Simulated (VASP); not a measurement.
**NaCl: single point with PBE**

The system is NaCl.

```
Na Cl
1.0
     3.94141    0.00000    0.00000
     0.00000    3.94141    0.00000
     0.00000    0.00000    5.84540
Na Cl
2 2
Direct
  0.00000 0.00000 0.00000
  0.50000 0.50000 0.50000
  0.50000 0.50000 0.00000
  0.00000 0.00000 0.50000
```

| Quantity | Value |
| --- | --- |
| Program | VASP 6.6.1 |
| Task | single point |
| Functional | PBE |
| Potentials or basis | VASP PAW PBE potentials, release 64 (Na_pv, Cl) |
| Cutoff | 500 eV |
| k mesh | 4 × 4 × 4 |
| Occupations | gaussian, width 0.1 eV |
| Spin | no spin polarisation |

The pressure is 0.5 GPa and the band gap on the k mesh is 5.04 eV.

Stress tensor (GPa, compression positive):
```
 1.11  0.00  0.00
 0.00  1.11  0.00
 0.00  0.00 -0.65
```

Levels at points of the mesh, in eV from the valence-band top:
```tsv
k point	band 12	band 13	band 14	band 15	band 16	band 17
(0.00, 0.00, 0.00)	-0.03	-0.03	0.00	5.04	7.50	8.19
(0.50, 0.00, 0.00)	-0.77	-0.25	-0.25	8.16	8.16	9.48
(0.50, 0.50, 0.00)	-0.71	-0.56	-0.56	7.49	7.49	8.02
(0.00, 0.00, 0.50)	-0.30	-0.30	-0.30	6.94	6.94	9.14
(0.50, 0.00, 0.50)	-0.31	-0.25	-0.25	7.23	7.23	10.50
(0.50, 0.50, 0.50)	-1.22	-0.68	-0.68	8.66	8.66	9.63
```

Wall time 40 s on 1 thread of Intel Xeon 8259CL, with other jobs on the host, peak memory 0.19 GiB.
